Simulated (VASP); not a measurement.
A run of VASP 6.6.1 is set up as follows.

File INCAR:

```
  PREC = Accurate
  ENCUT = 520
  EDIFF = 1E-6
  ISMEAR = 0
  SIGMA = 0.1
  LREAL = F
  LASPH = T
  NELM = 80
  ALGO = Normal
  ISIF = 2
  LWAVE = F
  LCHARG = F
  GGA = PE
  NBANDS = 22
```

KPOINTS

```
regular mesh
0
Gamma
  4 4 4
```

File POSCAR:

```
BeB3Cl2
1.0
    3.0888065700      1.7833233000      2.5220000000
   -3.0888065700      1.7833233000      2.5220000000
    0.0000000000     -3.5666466000      2.5220000000
Be B Cl
1 3 2
Direct
    0.5000000000      0.5000000000      0.5000000000
    0.0000000000      0.5000000000      0.0000000000
    0.5000000000      0.0000000000      0.0000000000
    0.0000000000      0.0000000000      0.5000000000
    0.7500000000      0.7500000000      0.7500000000
    0.2500000000      0.2500000000      0.2500000000
```

Potentials or basis: VASP PAW PBE potentials, release 64 (Be, B, Cl).

Launch:

```console
$ cat potpaw_PBE.64/Be/POTCAR potpaw_PBE.64/B/POTCAR potpaw_PBE.64/Cl/POTCAR > POTCAR
$ mpirun -np 1 vasp_std > vasp.out
```

Question: Estimate the band gap on the k mesh.

Answer: Zero (an odd number of electrons rules out a gap without spin polarisation).

Question: Predict the pressure.

Answer: 1.9 GPa.

Question: Predict the largest force.

Answer: 0.196 eV/Å.

Stress tensor (GPa, compression positive):
```
 4.55  0.00  0.00
 0.00  4.55  0.00
 0.00  0.00 -3.49
```

Caveat: the stress differs along the axes, from -3 to 5 GPa; an odd number of electrons without spin polarisation forces a metal; a magnetic or distorted state may lie lower.
